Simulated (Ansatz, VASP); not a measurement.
## One calculation of GdRe3, two programs

Contents of INCAR:

```
SYSTEM = GdRe3
PREC = Accurate ; ENCUT = 520
EDIFF = 1E-7 ; ISMEAR = 0
SIGMA = 0.05 ; LREAL = .False.
LASPH = .True. ; NELM = 150
ALGO = Normal ; ISIF = 2
LWAVE = .False. ; LCHARG = .True.
ISPIN = 2 ; MAGMOM = 7.73 -0.03 -0.03 -0.03
LORBIT = 11 ; LMAXMIX = 6
LDAU = .True. ; LDAUTYPE = 2
LDAUL = 3 -1 ; LDAUU = 6 0
LDAUJ = 0 0 ; LDAUPRINT = 1
GGA = PE ; LELF = .True.
LVHAR = .True. ; NBANDS = 32
```

The input KPOINTS:

```
regular mesh
0
Gamma
  8 8 8
  0 0 0
```

The input POSCAR:

```
GdRe3
1.0
    4.1337201340      0.0000000000      0.0000000000
    0.0000000000      4.1337201340      0.0000000000
    0.0000000000      0.0000000000      4.1337201340
Gd Re
1 3
Direct
    0.0000000000      0.0000000000      0.0000000000
    0.0000000000      0.5000000000      0.5000000000
    0.5000000000      0.5000000000      0.0000000000
    0.5000000000      0.0000000000      0.5000000000
```

Input for Ansatz:

```yaml
crystal:
  lattice:
    - [4.133720134, 0.0, 0.0]
    - [0.0, 4.133720134, 0.0]
    - [0.0, 0.0, 4.133720134]
  atoms:
    - { symbol: Gd, position: [0.0, 0.0, 0.0], spin: 7.73 }
    - { symbol: Re, position: [0.0, 0.5, 0.5] }
    - { symbol: Re, position: [0.5, 0.5, 0.0] }
    - { symbol: Re, position: [0.5, 0.0, 0.5] }
basis:
  ecutwfc: 420
  ecutrho_ratio: 4
kpoints:
  mp_grid: { grid: [8, 8, 8] }
hamiltonian:
  xc: pbe
  hubbard:
    sites:
      - { species: Gd, l: f, u_eff: 6.0, starting_ns: start.occupation_matrices }
    ns_hold: { iters: 6 }
scf:
  occupations: { method: gaussian, width: 0.05 }
  lower_state_search: "off"
output:
  forces: true
  stress: true
  eigenvalues: true
  populations: true
  hubbard: { sites: [{ species: Gd, l: f }] }
magnetization:
  spin_polarized: true
```

Alike in both runs: task single point; functional PBE; k mesh 8 × 8 × 8; occupations gaussian, width 0.05 eV; collinear spin; Hubbard terms Gd f U = 6.0 eV.

|  | VASP | Ansatz |
| --- | --- | --- |
| version | VASP 6.6.1 | Ansatz 0.2.0 |
| potentials or method | VASP PAW PBE potentials, release 64 (Gd, Re), cutoff 520 eV | scalar-relativistic, plane waves, PAW |
| valence electrons in the cell | 39 | 63 |

VASP gave:

| Property | Result |
| --- | --- |
| gap on the k mesh at the Fermi level (eV) | none |
| pressure (GPa) | -0.1 |
| net moment per atom (μB) | 1.77 |
| size of the moment on the site where the two differ most (μB) | 6.88 |

Q: Which values does Ansatz return?

A: gap on the k mesh at the Fermi level (eV): none; pressure (GPa): 0.0; net moment per atom (μB): 1.77; size of the moment on the site where the two differ most (μB): 7.03.

Site moments also hang on the region over which each program counts them. The programs project onto different local orbitals, so the same U acts differently, and such runs can settle in different states. A gap of «none» marks a metal or a gap that the smearing closes. VASP's potentials hold 39 valence electrons a cell and Ansatz's 63, so a difference there can come from the potentials and not from the codes. Ansatz's warnings: filled band counts differ across k points.

Neither program's run includes spin-orbit coupling.
